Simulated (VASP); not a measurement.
# W (Fm-3m) in VASP: a series of runs

The runs below take W through single point, relaxation of cell and atoms, with LDA.

All numbers are computed with VASP 6.6.1; they aren't measurements. Logs are shortened: lines on timing, memory, paths and dates and some standing lists are left out, and cuts for length are marked.

### 1 The cell of the first run

Symmetry: Fm-3m, No. 225, cubic system. The conventional cell has a = 3.973 Å, b = 3.973 Å, c = 3.973 Å, α = 90.00°, β = 90.00°, γ = 90.00°. Within 3.7 Å of W (site symmetry m-3m) lie 12 W at 2.81 Å.

This isn't the form of W at room conditions, which is bcc.

### 2 Single point, LDA

INCAR reads:

```
ALGO = Normal ; EDIFF = 1E-6
ENCUT = 500 ; GGA_COMPAT = False
ISIF = 2 ; ISMEAR = -1
LASPH = True ; LCHARG = False
LREAL = False ; LWAVE = False
NBANDS = 13 ; NELM = 120
PREC = Accurate ; SIGMA = 0.05
```

KPOINTS reads:

```
k-points
0
Gamma
  11 11 11
```

POSCAR reads:

```
W
1.0
    0.0000000000      1.9864467582      1.9864467582
    1.9864467582      0.0000000000      1.9864467582
    1.9864467582      1.9864467582      0.0000000000
W
1
Direct
    0.0000000000      0.0000000000      0.0000000000
```

Potentials or basis: VASP PAW LDA potentials, release 64 (W_sv).

On the command line:

```console
cat potpaw_LDA.64/W_sv/POTCAR > POTCAR
mpirun -np 1 vasp_std > vasp.out
```

OUTCAR:

```text
EDIFF = 1E-6
   ENCUT = 500
   ISIF = 2
   ISMEAR = -1
   LASPH = True
   LREAL = False
   NELM = 120
   PREC = Accurate

 ion  position               nearest neighbor table
   1  0.000  0.000  0.000-

  LATTYP: Found a face centered cubic cell.
 ALAT       =     3.9728935164

  Lattice vectors:

 A1 = (   0.0000000000,   1.9864467582,   1.9864467582)
 A2 = (   1.9864467582,   0.0000000000,   1.9864467582)
 A3 = (   1.9864467582,   1.9864467582,   0.0000000000)

Analysis of symmetry for initial positions (statically):
=====================================================================
 Subroutine PRICEL returns:
 Original cell was already a primitive cell.

 Routine SETGRP: Setting up the symmetry group for a
 face centered cubic supercell.

 Subroutine GETGRP returns: Found 48 space group operations
 (whereof 48 operations were pure point group operations)
 out of a pool of 48 trial point group operations.

The static configuration has the point symmetry O_h .

Analysis of symmetry for dynamics (positions and initial velocities):
=====================================================================
 Subroutine PRICEL returns:
 Original cell was already a primitive cell.

 Routine SETGRP: Setting up the symmetry group for a
 face centered cubic supercell.

 Subroutine GETGRP returns: Found 48 space group operations
 (whereof 48 operations were pure point group operations)
 out of a pool of 48 trial point group operations.

The dynamic configuration has the point symmetry O_h .

 Subroutine INISYM returns: Found 48 space group operations
 (whereof 48 operations are pure point group operations),
 and found     1 'primitive' translations

----------------------------------------------------------------------------------------

                                     Primitive cell

  volume of cell :      15.6769

  direct lattice vectors                    reciprocal lattice vectors
     0.000000000  1.986446758  1.986446758    -0.251705714  0.251705714  0.251705714
     1.986446758  0.000000000  1.986446758     0.251705714 -0.251705714  0.251705714
     1.986446758  1.986446758  0.000000000     0.251705714  0.251705714 -0.251705714

  length of vectors
     2.809259946  2.809259946  2.809259946     0.435967086  0.435967086  0.435967086

  position of ions in fractional coordinates (direct lattice)
     0.000000000  0.000000000  0.000000000

  ion indices of the primitive-cell ions
   primitive index   ion index
                 1           1

----------------------------------------------------------------------------------------

 KPOINTS: k-points

Automatic generation of k-mesh.
 Grid dimensions read from file:
 generate k-points for:   11   11   11

 Generating k-lattice:

  Cartesian coordinates                     Fractional coordinates (reciprocal lattice)
    -0.022882338  0.022882338  0.022882338     0.090909091  0.000000000  0.000000000
     0.022882338 -0.022882338  0.022882338     0.000000000  0.090909091  0.000000000
     0.022882338  0.022882338 -0.022882338     0.000000000  0.000000000  0.090909091

  Length of vectors
     0.039633371  0.039633371  0.039633371

  Shift w.r.t. Gamma in fractional coordinates (k-lattice)
     0.000000000  0.000000000  0.000000000

 Subroutine IBZKPT returns following result:
 ===========================================

 Found     56 irreducible k-points:

 Following reciprocal coordinates:
            Coordinates               Weight
  0.000000  0.000000  0.000000      1.000000
  0.090909  0.000000  0.000000      8.000000
  0.181818  0.000000  0.000000      8.000000
  0.272727  0.000000  0.000000      8.000000
  0.363636  0.000000  0.000000      8.000000
  0.454545  0.000000  0.000000      8.000000
[... 16 lines left out ...]
 -0.272727  0.181818  0.000000     24.000000
 -0.181818  0.181818  0.000000     12.000000
 [... further k-points ...]
   k-points           NKPTS =     56   k-points in BZ     NKDIM =     56   number of bands    NBANDS=     13
   number of dos      NEDOS =    301   number of ions     NIONS =      1
   total plane-waves  NPLWV =   8000
   dimension x,y,z NGX =    20 NGY =   20 NGZ =   20
   dimension x,y,z NGXF=    40 NGYF=   40 NGZF=   40
   ions per type =               1
   NGX,Y,Z   is equivalent  to a cutoff of  11.84, 11.84, 11.84 a.u.
   NGXF,Y,Z  is equivalent  to a cutoff of  23.67, 23.67, 23.67 a.u.
 SYSTEM =  unknown system
   PREC   = accura    normal or accurate (medium, high low for compatibility)
   ISTART =      0    job   : 0-new  1-cont  2-samecut
   ICHARG =      2    charge: 1-file 2-atom 10-const
   ISPIN  =      1    spin polarized calculation?
   LNONCOLLINEAR =      F non collinear calculations
   LSORBIT =      F    spin-orbit coupling
   LASPH  =      T    aspherical Exc in radial PAW
   ENCUT  =  500.0 eV  36.75 Ry    6.06 a.u.   5.12  5.12  5.12*2*pi/ulx,y,z
   NELM   =    120;   NELMIN=  2; NELMDL= -5     # of ELM steps
   EDIFF  = 0.1E-05   stopping-criterion for ELM
   LREAL  =      F    real-space projection
   EDIFFG = 0.1E-04   stopping-criterion for IOM
   NSW    =      0    number of steps for IOM
   IBRION =     -1    ionic relax: 0-MD 1-quasi-New 2-CG
   NFREE  =      0    steps in history (QN), initial steepest desc. (CG)
   ISIF   =      2    stress and relaxation
   ISYM   =      2    0-nonsym 1-usesym 2-fastsym
   POTIM  = 0.5000    time-step for ionic-motion
   TEBEG  =    0.0;   TEEND  =   0.0 temperature during run
   PSTRESS=    0.0 pullay stress
   NELECT =      14.0000    total number of electrons
   NUPDOWN=      -1.0000    fix difference up-down
   EMIN   =  10.00;   EMAX   =-10.00  energy-range for DOS
   EFERMI =   0.00;   METHOD = LEGACY
   ISMEAR =    -1;   SIGMA  =   0.05  broadening in eV -4-tet -1-fermi 0-gaus
   EFERMI_NEDOS =   21; number of points for ismear=-14 and -15
   IALGO  =     38    algorithm
   IMIX   =      4    mixing-type and parameters
     AMIX     =   0.40;   BMIX     =  1.00
     AMIX_MAG =   1.60;   BMIX_MAG =  1.00
  volume/ion in A,a.u.               =      15.68       105.79
  Fermi-wavevector in a.u.,A,eV,Ry     =   1.576512  2.979175 33.815780  2.485390
  Thomas-Fermi vector in A             =   2.677334
   LORBIT       =      0    0 simple, 1 ext, 2 COOP (PROOUT), +10 PAW based schemes
   GGA     = CA    functional components
   LHFCALC =     F    Hartree Fock is set to
   AEXX    =    0.0000 exact exchange contribution
   IVDW    =     0    specifies the selected vdW correction
   LEPSILON=     F    determine dielectric tensor
   LRPA    =     F    only Hartree local field effects (RPA)
 non-spin polarized calculation
  energy-cutoff  :      500.00
  volume of cell :       15.68
 maximum number of plane-waves:       411
   NGX = 11   NGY = 11   NGZ = 11

 number of electron      13.9999996 magnetization

 Free energy of the ion-electron system (eV)
  ---------------------------------------------------
  ext. energy  EPLUGINS =         0.00000000
  ---------------------------------------------------
  free energy    TOTEN  =       -13.62028051 eV

  energy without entropy =      -13.61153980  energy(sigma->0) =      -13.61591015

 E-fermi :  10.9429     XC(G=0): -13.8831

 val. band max:       10.8722306204   @ k =  -0.2727   0.0909   0.0000
 cond. band min:      10.9614217198   @ k =   0.1818   0.0909   0.0000
 fundamental gap:      0.0891910994
 Fermi energy:        10.9428930219

 k-point     1 :       0.0000    0.0000    0.0000
  band No.  band energies     occupation
      1     -62.1632      2.00000
      2     -25.9734      2.00000
      3     -25.9734      2.00000
      4     -25.9734      2.00000
      5       1.8676      2.00000
      6      10.3487      1.99999
      7      10.3487      1.99999
      8      10.3487      1.99999
      9      13.6441      0.00000
     10      13.6441      0.00000
     11      23.9322      0.00000
     12      29.3081      0.00000
     13      29.3081      0.00000

 k-point     2 :       0.0909    0.0000    0.0000
  band No.  band energies     occupation
      1     -62.1525      2.00000
      2     -26.0895      2.00000
      3     -25.9880      2.00000
      4     -25.9880      2.00000
      5       2.2484      2.00000
      6      10.0691      2.00000
      7      10.5212      1.99957
      8      10.5212      1.99957
      9      13.4888      0.00000
     10      13.4888      0.00000
     11      24.6780      0.00000
     12      27.9636      0.00000
     13      30.0240      0.00000

 k-point     3 :       0.1818    0.0000    0.0000
  band No.  band energies     occupation
      1     -62.1240      2.00000
      2     -26.3933      2.00000
      3     -26.0270      2.00000
      4     -26.0270      2.00000
      5       3.2598      2.00000
      6       9.5355      2.00000
      7      10.8224      1.83508
      8      10.8224      1.83508
      9      13.3635      0.00000
     10      13.3635      0.00000
     11      25.4042      0.00000
     12      27.1628      0.00000
     13      31.9980      0.00000

 k-point     4 :       0.2727    0.0000    0.0000
  band No.  band energies     occupation
      1     -62.0865      2.00000
      2     -26.7752      2.00000
      3     -26.0775      2.00000
      4     -26.0775      2.00000
      5       4.4331      2.00000
      6       9.4323      2.00000
      7      10.7361      1.96851
      8      10.7361      1.96851
      9      13.9703      0.00000
     10      13.9703      0.00000
     11      23.9084      0.00000
     12      28.4641      0.00000
     13      34.4964      0.00000

 k-point     5 :       0.3636    0.0000    0.0000
  band No.  band energies     occupation
      1     -62.0518      2.00000
      2     -27.1119      2.00000
      3     -26.1235      2.00000
      4     -26.1235      2.00000
      5       5.0634      2.00000
      6      10.3765      1.99998
      7      10.3770      1.99998
      8      10.3770      1.99998
      9      15.1678      0.00000
     10      15.1678      0.00000
     11      22.7400      0.00000
     12      26.3190      0.00000
     13      32.5658      0.00000
[... 257 lines left out ...]
 k-point    22 :      -0.3636    0.1818    0.0000
  band No.  band energies     occupation
      1     -62.0187      2.00000
      2     -27.1373      2.00000
      3     -26.4569      2.00000
      4     -26.1863      2.00000
      5       6.4471      2.00000
      6       8.9199      2.00000
      7      10.1191      2.00000
      8      11.2001      0.01159
      9      14.8481      0.00000
     10      18.2151      0.00000
     11      22.4289      0.00000
     12      26.6702      0.00000
     13      28.7910      0.00000

 k-point    23 :      -0.2727    0.1818    0.0000
  band No.  band energies     occupation
      1     -62.0419      2.00000
      2     -26.9596      2.00000
      3     -26.4152      2.00000
      4     -26.1233      2.00000
      5       6.2257      2.00000
      6       9.0129      2.00000
      7       9.5057      2.00000
      8      11.4309      0.00012
      9      13.3067      0.00000
     10      17.3140      0.00000
     11      24.4998      0.00000
     12      27.6009      0.00000
     13      29.5897      0.00000

 k-point    24 :      -0.1818    0.1818    0.0000
  band No.  band energies     occupation
      1     -62.0738      2.00000
      2     -26.7387      2.00000
      3     -26.2947      2.00000
      4     -26.0641      2.00000
      5       5.1764      2.00000
      6       8.7733      2.00000
      7      10.2558      2.00000
      8      11.9129      0.00000
      9      12.0146      0.00000
     10      15.7628      0.00000
     11      25.7485      0.00000
     12      29.3006      0.00000
     13      30.3058      0.00000

 [... further k-points ...]

------------------------ aborting loop because EDIFF is reached ----------------------------------------

  FORCE on cell =-STRESS in cart. coord.  units (eV):
  Direction    XX          YY          ZZ          XY          YZ          ZX
  --------------------------------------------------------------------------------------
  -------------------------------------------------------------------------------------
  Total        0.2648328      0.2648328      0.2648328      0.0000000     -0.0000000      0.0000000
  in kB       27.0658396     27.0658396     27.0658396      0.0000000     -0.0000000      0.0000000
  external PRESSURE =      27.0658396 kB  Pullay stress =       0.0000000 kB

 VOLUME and BASIS-vectors are now :
 -----------------------------------------------------------------------------
  energy-cutoff  :      500.00
  volume of cell :       15.68
      direct lattice vectors                 reciprocal lattice vectors
     0.000000000  1.986446758  1.986446758    -0.251705714  0.251705714  0.251705714
     1.986446758  0.000000000  1.986446758     0.251705714 -0.251705714  0.251705714
     1.986446758  1.986446758  0.000000000     0.251705714  0.251705714 -0.251705714

 POSITION                                       TOTAL-FORCE (eV/Angst)
 -----------------------------------------------------------------------------------
      0.00000      0.00000      0.00000        -0.000000     -0.000000      0.000000
 -----------------------------------------------------------------------------------
    total drift:                                0.000000      0.000000      0.000000

  FREE ENERGIE OF THE ION-ELECTRON SYSTEM (eV)
  ---------------------------------------------------
  free  energy   TOTEN  =       -13.6202805068 eV

  energy  without entropy=      -13.6115397953  energy(sigma->0) =      -13.61591015
```

It took 3.8 s on 1 thread of Intel Xeon 6975P-C (Granite Rapids), shared host; peak memory 0.12 GiB.

What came out:

```yaml
Free_energy: -13.6203 eV
Pressure: 2.7 GPa
Band_gap_on_the_k_mesh: zero (bands 7 and 8 overlap by 3.71 eV)
```

Caveat: spin-orbit coupling is left out, which moves the levels of the heavy elements.

(Continued in part 2 of 2.)
